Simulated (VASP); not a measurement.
# HfB2 (P6/mmm) in VASP: a series of runs

Runs on HfB2. Level: PBEsol. Tasks: relaxation of shape and atoms at fixed volume.

Everything below comes from runs of VASP 6.6.1. Logs are shortened: lines on timing, memory, paths and dates and some standing lists are left out, and cuts for length are marked.

### 1 The cell of the first run

It takes space group P6/mmm (No. 191, hexagonal). The conventional cell has a = 3.036 Å, b = 3.036 Å, c = 3.329 Å, α = 90.00°, β = 90.00°, γ = 120.00°. Within 3.2 Å of Hf (site symmetry 6/mmm) lie 12 B at 2.42 Å and 6 Hf at 3.04 Å. Within 2.3 Å of B (site symmetry -6m2) lie 3 B at 1.75 Å.

### 2 Relaxation of shape and atoms at fixed volume, PBEsol (8.86 Å³/atom)

File INCAR:

```
SYSTEM = HfB2
  PREC = Accurate
  ENCUT = 600
  EDIFF = 1E-6
  ISMEAR = 0
  SIGMA = 0.1
  LREAL = .FALSE.
  LASPH = .TRUE.
  NELM = 60
  ALGO = Normal
  ISIF = 4
  LWAVE = .FALSE.
  LCHARG = .FALSE.
  GGA = PS
  IBRION = 2
  NSW = 50
  EDIFFG = -0.01
```

File KPOINTS:

```
Automatic mesh
0
G
  18 18 12
  0 0 0
```

File POSCAR:

```
HfB2
1.0
    3.0355725004      0.0000000000      0.0000000000
   -1.5177862502      2.6288829003      0.0000000000
    0.0000000000      0.0000000000      3.3294651603
Hf B
1 2
Direct
    0.0000000000      0.0000000000      0.0000000000
    0.3333333333      0.6666666667      0.5000000000
    0.6666666667      0.3333333333      0.5000000000
```

Potentials or basis: VASP PAW PBE potentials, release 64 (Hf_pv, B).

Launch:

```sh
> cat potpaw_PBE.64/Hf_pv/POTCAR potpaw_PBE.64/B/POTCAR > POTCAR
> mpirun -np 1 vasp_std > vasp.out
```

OUTCAR:

```text
SYSTEM = HfB2
   PREC = Accurate
   ENCUT = 600
   EDIFF = 1E-6
   ISMEAR = 0
   LREAL = .FALSE.
   LASPH = .TRUE.
   NELM = 60
   ISIF = 4
   GGA = PS
   IBRION = 2
   NSW = 50
   EDIFFG = -0.01

 ion  position               nearest neighbor table
   1  0.000  0.000  0.000-   2 2.42   3 2.42   2 2.42   3 2.42   2 2.42   2 2.42   3 2.42   3 2.42
                             3 2.42   3 2.42   2 2.42   2 2.42
   2  0.333  0.667  0.500-   3 1.75   3 1.75   3 1.75   1 2.42   1 2.42   1 2.42   1 2.42   1 2.42
                             1 2.42
   3  0.667  0.333  0.500-   2 1.75   2 1.75   2 1.75   1 2.42   1 2.42   1 2.42   1 2.42   1 2.42
                             1 2.42

  LATTYP: Found a hexagonal cell.
 ALAT       =     3.0355725004
 C/A-ratio  =     1.0968162216

  Lattice vectors:

 A1 = (   3.0355725004,   0.0000000000,   0.0000000000)
 A2 = (  -1.5177862502,   2.6288829003,   0.0000000000)
 A3 = (   0.0000000000,   0.0000000000,   3.3294651603)

Analysis of symmetry for initial positions (statically):
=====================================================================
 Subroutine PRICEL returns:
 Original cell was already a primitive cell.

 Routine SETGRP: Setting up the symmetry group for a
 hexagonal supercell.

 Subroutine GETGRP returns: Found 24 space group operations
 (whereof 24 operations were pure point group operations)
 out of a pool of 24 trial point group operations.

The static configuration has the point symmetry D_6h.

Analysis of symmetry for dynamics (positions and initial velocities):
=====================================================================
 Subroutine PRICEL returns:
 Original cell was already a primitive cell.

 Routine SETGRP: Setting up the symmetry group for a
 hexagonal supercell.

 Subroutine GETGRP returns: Found 24 space group operations
 (whereof 24 operations were pure point group operations)
 out of a pool of 24 trial point group operations.

The dynamic configuration has the point symmetry D_6h.

 Subroutine INISYM returns: Found 24 space group operations
 (whereof 24 operations are pure point group operations),
 and found     1 'primitive' translations

----------------------------------------------------------------------------------------

                                     Primitive cell

  volume of cell :      26.5697

  direct lattice vectors                    reciprocal lattice vectors
     3.035572500  0.000000000  0.000000000     0.329427151  0.190194854  0.000000000
    -1.517786250  2.628882900  0.000000000     0.000000000  0.380389708  0.000000000
[... 103 lines left out ...]
   EFERMI_NEDOS =   21; number of points for ismear=-14 and -15
   IALGO  =     38    algorithm
   IMIX   =      4    mixing-type and parameters
     AMIX     =   0.40;   BMIX     =  1.00
     AMIX_MAG =   1.60;   BMIX_MAG =  1.00
  volume/ion in A,a.u.               =       8.86        59.77
  Fermi-wavevector in a.u.,A,eV,Ry     =   1.382460  2.612471 26.003413  1.911197
  Thomas-Fermi vector in A             =   2.507150
   LORBIT       =      0    0 simple, 1 ext, 2 COOP (PROOUT), +10 PAW based schemes
   GGA     = PS    functional components
   LHFCALC =     F    Hartree Fock is set to
   AEXX    =    0.0000 exact exchange contribution
   IVDW    =     0    specifies the selected vdW correction
   LEPSILON=     F    determine dielectric tensor
   LRPA    =     F    only Hartree local field effects (RPA)
 conjugate gradient relaxation of ions
 non-spin polarized calculation
 Gauss-broadening in eV      SIGMA  =   0.10
  energy-cutoff  :      600.00
  volume of cell :       26.57
 maximum number of plane-waves:       912
   NGX = 13   NGY = 13   NGZ = 13

 number of electron      16.0000001 magnetization

 Free energy of the ion-electron system (eV)
  ---------------------------------------------------
  ext. energy  EPLUGINS =         0.00000000
  ---------------------------------------------------
  free energy    TOTEN  =       -27.64029853 eV

  energy without entropy =      -27.63932738  energy(sigma->0) =      -27.63981295

 E-fermi :   8.5105     XC(G=0): -13.2147

 val. band max:        8.4610331143   @ k =   0.0556   0.0000   0.2500
 cond. band min:       8.5450493729   @ k =   0.3889   0.2222   0.0000
 fundamental gap:      0.0840162586
 Fermi energy:         8.5105038270

 k-point     1 :       0.0000    0.0000    0.0000
  band No.  band energies     occupation
      1     -21.7644      2.00000
      2     -21.1121      2.00000
      3     -21.1121      2.00000
      4      -5.8906      2.00000
      5       5.1560      2.00000
      6       5.2390      2.00000
      7       5.2390      2.00000
      8       5.8715      2.00000
      9      13.0263      0.00000
     10      13.0263      0.00000
     11      13.8488      0.00000
     12      13.8842      0.00000
[... 331 lines left out ...]
 k-point    24 :       0.3889    0.1111    0.0000
  band No.  band energies     occupation
      1     -22.1458      2.00000
      2     -21.5621      2.00000
      3     -21.4427      2.00000
      4      -2.0420      2.00000
      5      -0.0814      2.00000
      6       3.4893      2.00000
      7       4.1933      2.00000
      8       6.7185      2.00000
      9       8.9704      0.00000
     10      12.5159      0.00000
     11      13.9662      0.00000
     12      14.9766      0.00000

 [... further k-points ...]

------------------------ aborting loop because EDIFF is reached ----------------------------------------

  FORCE on cell =-STRESS in cart. coord.  units (eV):
  Direction    XX          YY          ZZ          XY          YZ          ZX
  --------------------------------------------------------------------------------------
  -------------------------------------------------------------------------------------
  Total        4.9760015      4.9760015      4.9537233      0.0000000      0.0000000     -0.0000000
  in kB      300.0576897    300.0576897    298.7142890      0.0000000      0.0000000     -0.0000000
  external PRESSURE =     299.6098895 kB  Pullay stress =       0.0000000 kB

 VOLUME and BASIS-vectors are now :
 -----------------------------------------------------------------------------
  energy-cutoff  :      600.00
  volume of cell :       26.57
      direct lattice vectors                 reciprocal lattice vectors
     3.035572500  0.000000000  0.000000000     0.329427151  0.190194854  0.000000000
    -1.517786250  2.628882900  0.000000000     0.000000000  0.380389708  0.000000000
     0.000000000  0.000000000  3.329465160     0.000000000  0.000000000  0.300348540

 POSITION                                       TOTAL-FORCE (eV/Angst)
 -----------------------------------------------------------------------------------
      0.00000      0.00000      0.00000         0.000000      0.000000      0.000000
     -0.00000      1.75259      1.66473         0.000000      0.000000     -0.000000
      1.51779      0.87629      1.66473        -0.000000      0.000000      0.000000
 -----------------------------------------------------------------------------------
    total drift:                               -0.000000      0.000000      0.000000

  FREE ENERGIE OF THE ION-ELECTRON SYSTEM (eV)
  ---------------------------------------------------
  free  energy   TOTEN  =       -27.6402985291 eV

  energy  without entropy=      -27.6393273761  energy(sigma->0) =      -27.63981295

 reached required accuracy - stopping structural energy minimisation
```

OSZICAR:

```text
N       E                     dE             d eps       ncg     rms          rms(c)
DAV:   1     0.345590746361E+02    0.34559E+02   -0.92905E+03  6216   0.144E+03
DAV:   2    -0.280445409114E+02   -0.62604E+02   -0.58568E+02  7684   0.265E+02
DAV:   3    -0.299632595052E+02   -0.19187E+01   -0.18901E+01  8104   0.351E+01
DAV:   4    -0.299765458680E+02   -0.13286E-01   -0.13273E-01  7508   0.314E+00
DAV:   5    -0.299766599662E+02   -0.11410E-03   -0.11409E-03  8012   0.240E-01    0.650E+01
DAV:   6    -0.277807276053E+02    0.21959E+01   -0.47054E+00  7392   0.153E+01    0.461E+01
DAV:   7    -0.277435756426E+02    0.37152E-01   -0.18906E+00  7740   0.995E+00    0.107E+01
DAV:   8    -0.276452859857E+02    0.98290E-01   -0.61657E-01  7252   0.582E+00    0.199E+00
DAV:   9    -0.276403801197E+02    0.49059E-02   -0.37080E-02  7100   0.161E+00    0.298E-01
DAV:  10    -0.276403011179E+02    0.79002E-04   -0.94755E-04  7636   0.284E-01    0.366E-01
DAV:  11    -0.276403014189E+02   -0.30105E-06   -0.79830E-05  7472   0.730E-02    0.167E-01
DAV:  12    -0.276402983777E+02    0.30412E-05   -0.70056E-06  7548   0.234E-02    0.285E-02
DAV:  13    -0.276402985291E+02   -0.15137E-06   -0.24935E-07  4272   0.516E-03
   1 F= -.27640299E+02 E0= -.27639813E+02  d E =-.276403E+02
```

It took 2.3 min on 1 thread of AMD EPYC 7R13, shared host; peak memory 0.21 GiB.

What came out:

| Property | Result |
| --- | --- |
| Free energy | -27.6403 eV |
| Pressure after relaxing | 30.0 GPa |
| Band gap on the k mesh | zero (bands 8 and 9 overlap by 1.30 eV) |

Final structure:
```
CELL_PARAMETERS angstrom
3.03557 0.00000 0.00000
-1.51779 2.62888 0.00000
0.00000 0.00000 3.32947
ATOMIC_POSITIONS crystal
Hf 0.00000 0.00000 0.00000
B 0.33333 0.66667 0.50000
B 0.66667 0.33333 0.50000
```

Caveat: the PAW data sets were made with another functional, which shifts forces and pressure a little; spin-orbit coupling is left out, which moves the levels of the heavy elements.

### 3 Relaxation of shape and atoms at fixed volume, PBEsol (9.15 Å³/atom)

This run uses another cell than the first one, of 9.15 Å³/atom.

File INCAR:

```
SYSTEM = HfB2
ALGO     = Normal         ! electronic algorithm
EDIFF    = 1E-6           ! SCF threshold, eV
EDIFFG   = -0.01          ! ionic threshold
ENCUT    = 600            ! plane-wave cutoff, eV
GGA      = PS             ! functional
IBRION   = 2              ! ionic algorithm
ISIF     = 4              ! what is computed and relaxed
ISMEAR   = 0              ! smearing method
LASPH    = .TRUE.         ! aspherical terms in the spheres
LCHARG   = .FALSE.        ! write CHGCAR
LREAL    = .FALSE.        ! projectors in reciprocal space
LWAVE    = .FALSE.        ! write WAVECAR
NELM     = 60             ! most SCF steps
NSW      = 50             ! ionic steps
PREC     = Accurate       ! precision mode
SIGMA    = 0.1            ! smearing width, eV
```

File KPOINTS:

```
k-points
0
G
  18 18 12
  0 0 0
```

File POSCAR:

```
HfB2
1.0
    3.0662838527      0.0000000000      0.0000000000
   -1.5331419264      2.6554797116      0.0000000000
    0.0000000000      0.0000000000      3.3706793761
Hf B
1 2
Direct
    0.0000000000      0.0000000000      0.0000000000
    0.3333333333      0.6666666667      0.5000000000
    0.6666666667      0.3333333333      0.5000000000
```

Potentials or basis: VASP PAW PBE potentials, release 64 (Hf_pv, B).

Launch:

```sh
> cat potpaw_PBE.64/Hf_pv/POTCAR potpaw_PBE.64/B/POTCAR > POTCAR
> mpirun -np 1 vasp_std > vasp.out
```

Wall time 3.2 min (1 thread of AMD EPYC 7R13, shared host); peak memory 0.21 GiB.

Results (log left out):

```yaml
Free_energy: -27.7722 eV
Energy_gained_by_relaxing: 0.0 meV/atom
Ionic_steps: 2
Pressure_after_relaxing: 18.4 GPa
Band_gap_on_the_k_mesh: zero (bands 8 and 9 overlap by 1.29 eV)
```

Final structure:
```
Hf B
1.0
     3.06721    0.00000    0.00000
    -1.53360    2.65628    0.00000
     0.00000    0.00000    3.36865
Hf B
1 2
Cartesian
  0.0000 0.0000 0.0000
  0.0000 1.7709 1.6843
  1.5336 0.8854 1.6843
```

Levels at points of the mesh, in eV from the Fermi level:
| k point | band 6 | band 7 | band 8 | band 9 | band 10 | band 11 |
| --- | --- | --- | --- | --- | --- | --- |
| (0.00, 0.00, 0.00) | -3.19 | -3.19 | -2.68 | 4.34 | 4.34 | 5.13 |
| (0.50, 0.00, 0.00) | -4.42 | -3.58 | -3.21 | 2.30 | 2.90 | 6.15 |
| (0.00, 0.00, 0.50) | -1.29 | -1.29 | 0.16 | 0.16 | 0.98 | 0.98 |
| (0.50, 0.00, 0.50) | -5.37 | -5.07 | -2.54 | 4.40 | 4.68 | 6.79 |

Caveat: the PAW data sets were made with another functional, which shifts forces and pressure a little; spin-orbit coupling is left out, which moves the levels of the heavy elements.

The gap in the log of VASP goes by the Fermi energy; the results here count the filled bands.